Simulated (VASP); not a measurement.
Wanted: the native input for a VASP 6.6.1 run.

* Task: single point
* Functional: PBE
* Potentials or basis: VASP PAW PBE potentials, release 64 (Zr_sv, C)
* Cutoff: 520 eV
* k mesh: 4 × 5 × 1
* Occupations: gaussian, width 0.1 eV
* Spin: no spin polarisation
* Dipole correction: yes
* Further INCAR settings: ALGO = Normal; EDIFF = 1e-06; NBANDS = 60

The structure of Zr8C lies in POSCAR:

```
Zr8C
1.0
    6.4655797184      0.0000000000      0.0000000000
    0.0000000000      5.1691196971      0.0000000000
    0.0000000000      0.0000000000     18.9770873264
Zr C
8 1
Direct
    0.0000000000      0.7500000000      0.2107805024
    0.5000000000      0.7500000000      0.2107805024
    0.2500000000      0.2500000000      0.2599569661
    0.7500000000      0.2500000000      0.2599569661
    0.2500000000      0.7500000000      0.3477072663
    0.7500000000      0.7500000000      0.3477072663
    0.0000000000      0.2500000000      0.3940060557
    0.5000000000      0.2500000000      0.3940060557
    0.0625000000      0.5000000000      0.4600157385
```

One way to write it, as run:

INCAR

```
PREC     = Accurate       # precision mode
ENCUT    = 520            # plane-wave cutoff, eV
EDIFF    = 1E-6           # SCF threshold, eV
ISMEAR   = 0              # smearing method
SIGMA    = 0.1            # smearing width, eV
LREAL    = False          # projectors in reciprocal space
LASPH    = True           # aspherical terms in the spheres
NELM     = 80             # most SCF steps
ALGO     = Normal         # electronic algorithm
ISIF     = 2              # what is computed and relaxed
LWAVE    = False          # write WAVECAR
LCHARG   = True           # write CHGCAR
LDIPOL   = True         
IDIPOL   = 3            
DIPOL    = 0.5 0.5 0.321
GGA      = PE             # functional
LELF     = True           # ELF
LVHAR    = True         
LVACPOTAV= True         
NBANDS   = 60             # bands
```

KPOINTS

```
Automatic mesh
0
Gamma
  4 5 1
```

Potentials or basis: VASP PAW PBE potentials, release 64 (Zr_sv, C).

Run with:

```bash
$ cat potpaw_PBE.64/Zr_sv/POTCAR potpaw_PBE.64/C/POTCAR > POTCAR
$ mpirun -np 1 vasp_std > vasp.out
```

Results of the run:

| Quantity | Value |
| --- | --- |
| Largest force | 3.467 eV/Å |
| Band gap on the k mesh | zero (bands 50 and 51 overlap by 0.26 eV) |

Run time: 20 min on 1 thread of Intel(R) Xeon(R) Platinum 8259CL CPU @ 2.50GHz (Skylake/Cascade Lake), with other jobs on the host, peak memory 0.73 GiB.
